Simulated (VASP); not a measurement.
NbC, 2 atoms in the cell. Symmetry: Fm-3m, No. 225, cubic system. Conventional cell: a = 4.427 Å, b = 4.427 Å, c = 4.427 Å, α = 90.00°, β = 90.00°, γ = 90.00°. Nb (site symmetry m-3m) has 6 C at 2.21 Å within 2.9 Å. C (site symmetry m-3m) has 6 Nb at 2.21 Å within 2.9 Å. 

| Item | Value |
| --- | --- |
| Program | VASP 6.6.1 |
| Task | vibrations by perturbation theory |
| Functional | LDA |
| Potentials or basis | VASP PAW LDA potentials, release 64 (Nb_sv, C) |
| Cutoff | 600 eV |
| k mesh | 14 × 14 × 14 |
| Occupations | fermi-dirac, width 0.08 eV |
| Spin | no spin polarisation |
| Dipole correction | no |
| Further INCAR settings | ALGO = Normal; EDIFF = 1e-08; IBRION = 8; NSW = 1 |

Potentials or basis: VASP PAW LDA potentials, release 64 (Nb_sv, C).

Command:

```sh
$ cat potpaw_LDA.64/Nb_sv/POTCAR potpaw_LDA.64/C/POTCAR > POTCAR
$ mpirun -np 1 vasp_std > vasp.out
```

Hardware: 1 thread of Intel(R) Xeon(R) 6975P-C (Granite Rapids), on a shared host.

How long does it take, and how much memory?

It took 5.4 min on 1 thread of Intel(R) Xeon(R) 6975P-C (Granite Rapids) (shared host), peak memory 0.34 GiB. Counts: scf iterations 57, k points 104.
